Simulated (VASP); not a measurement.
A run of VASP 6.6.1:

INCAR

```
SYSTEM = MgO
ALGO = Normal
EDIFF = 1E-6
ENCUT = 600
GGA = PE
GGA_COMPAT = .FALSE.
ISIF = 2
ISMEAR = 0
LASPH = .TRUE.
LCHARG = .FALSE.
LREAL = .FALSE.
LWAVE = .FALSE.
NBANDS = 11
NELM = 120
PREC = Accurate
SIGMA = 0.05
```

KPOINTS

```
k-points
0
G
  10 10 10
  0 0 0
```

Contents of POSCAR:

```
MgO
1.0
    0.0000000000      2.1627432290      2.1627432290
    2.1627432290      0.0000000000      2.1627432290
    2.1627432290      2.1627432290      0.0000000000
Mg O
1 1
Direct
    0.0133061842      0.0133061842     -0.0133061842
    0.4797858112      0.4797858112      0.5202141888
```

Potentials or basis: VASP PAW PBE potentials, release 64 (Mg, O).

Command:

```console
$ cat potpaw_PBE.64/Mg/POTCAR potpaw_PBE.64/O/POTCAR > POTCAR
$ mpirun -np 1 vasp_std > vasp.out
```

Hardware: 1 thread of Intel(R) Xeon(R) 6975P-C (Granite Rapids) (shared host).

Q: How long does it take, and how much memory?

A: Wall time 6.8 s on 1 thread of Intel(R) Xeon(R) 6975P-C (Granite Rapids), on a shared host, peak memory 0.16 GiB. Counts: scf iterations 11, k points 102.
